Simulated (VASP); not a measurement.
Runs of VASP 6.6.1 on Na4N. The structure is that of space group Im-3m (No. 229), or close to it. The cells are those of the table. The cell was built from a structure type or drawn by symmetry, and may not be a known phase.

| task | cell | k mesh | cutoff (eV) | gap on the mesh (eV) | pressure (GPa) | relaxed volume (Å³/atom) |
| --- | --- | --- | --- | --- | --- | --- |
| single point | a = 5.235 Å, angles 109.5°, 5 atoms | 10 × 10 × 10 | 520 | none | 0.0 | - |
| relaxation of cell and atoms | relaxed from a = 5.229 Å, angles 109.5°, 5 atoms | 10 × 10 × 10 | 600 | none | 0.1 | 22.06 |
| relaxation of cell and atoms | relaxed from a = 4.850 Å, angles 109.5°, 5 atoms | 4 × 4 × 4 | 600 | none | 0.0 | 22.08 |
| single point | a = 4.850 Å, angles 109.5°, 5 atoms | 4 × 4 × 4 | 520 | none | (a) | - |
| single point | a = 5.229 Å, angles 109.5°, 5 atoms | 4 × 4 × 4 | 520 | none | 0.1 | - |

Alike in all rows: level PBE; potentials or basis VASP PAW PBE potentials, release 64 (Na_pv, N); no spin polarisation; smearing gaussian 0.1 eV.

Question: Estimate the missing entries.

Answer: (a) 7.6.

Caveats: some runs use coarse meshes; the volume moved by over 15 % at a fixed basis, so the end points are rough (at least some runs).

A gap of «none» marks levels without a gap at the run's occupations.
